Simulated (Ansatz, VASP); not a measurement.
One calculation of CaB6, two programs

```
Ca B
1.0
     4.14500    0.00000    0.00000
     0.00000    4.14500    0.00000
     0.00000    0.00000    4.14500
Ca B
1 6
Cartesian
  2.0725 2.0725 2.0725
  0.0000 0.0000 1.2358
  0.0000 0.0000 2.9092
  1.2358 0.0000 0.0000
  2.9092 0.0000 0.0000
  0.0000 1.2358 0.0000
  0.0000 2.9092 0.0000
```

Alike in both runs: functional PBEsol; k mesh 8 × 8 × 8; occupations gaussian, width 0.1 eV; no spin polarisation.

Ansatz relaxed the structure, and its values are those at the end. VASP's run is a single point on that final structure, the one shown.

|  | VASP | Ansatz |
| --- | --- | --- |
| version | VASP 6.6.1 | Ansatz 0.2.0 |
| potentials or method | VASP PAW PBE potentials, release 64 (Ca_sv, B), cutoff 520 eV | scalar-relativistic, plane waves, PAW |
| valence electrons in the cell | 28 | 28 |

VASP gave:

- gap on the k mesh at the Fermi level (eV): 0.07
- least direct gap on the mesh (eV): 0.11
- pressure (GPa): -1.6
- rms of the force components (eV/Å): 0.019

Task: Estimate Ansatz's values.

Result: gap on the k mesh at the Fermi level (eV): 0.07; least direct gap on the mesh (eV): 0.11; pressure (GPa): -1.9; rms of the force components (eV/Å): 0.002.

VASP's potentials were made for PBE, not for PBEsol. With one functional, cell and mesh, what is left measures potentials, basis and numerics. Ansatz's warnings: stress scf threshold loose.
